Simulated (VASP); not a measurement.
A run of VASP 6.6.1 is set up as follows.

The input INCAR:

```
SYSTEM = AlCo
ALGO = Normal
EDIFF = 1E-6
EDIFFG = -0.005
ENCUT = 600
GGA = PE
IBRION = 2
ISIF = 3
ISMEAR = -1
LASPH = .TRUE.
LCHARG = .FALSE.
LREAL = .FALSE.
LWAVE = .FALSE.
NELM = 80
NSW = 32
PREC = Accurate
PSTRESS = 100.0
SIGMA = 0.1
```

Contents of KPOINTS:

```
k-points
0
G
  14 14 14
  0 0 0
```

POSCAR

```
AlCo
1.0
    0.0000000000      2.3390846384      2.3390846384
    2.3390846384      0.0000000000      2.3390846384
    2.3390846384      2.3390846384      0.0000000000
Co Al
1 1
Direct
    0.0000000000      0.0000000000      0.0000000000
    0.5000000000      0.5000000000      0.5000000000
```

Potentials or basis: VASP PAW PBE potentials, release 64 (Co, Al).

Run with:

```console
$ cat potpaw_PBE.64/Co/POTCAR potpaw_PBE.64/Al/POTCAR > POTCAR
$ mpirun -np 1 vasp_std > vasp.out
```

**Question.** Estimate the band gap on the k mesh.

**Answer.** Zero (band 6 reaches 9.37 eV, above the bottom of band 7 at 9.14 eV).

Final structure:
```
Co Al
1.0
     0.00000    2.33908    2.33908
     2.33908    0.00000    2.33908
     2.33908    2.33908    0.00000
Co Al
1 1
Direct
  0.00000 0.00000 0.00000
  0.50000 0.50000 0.50000
```

Caveat: the relaxation stopped at its first step, so nothing moved; the cell is relaxed towards a set pressure, so the enthalpy falls and the energy may rise. Spin polarisation is off, so any magnetic state and its effect on volume and gap are missing.
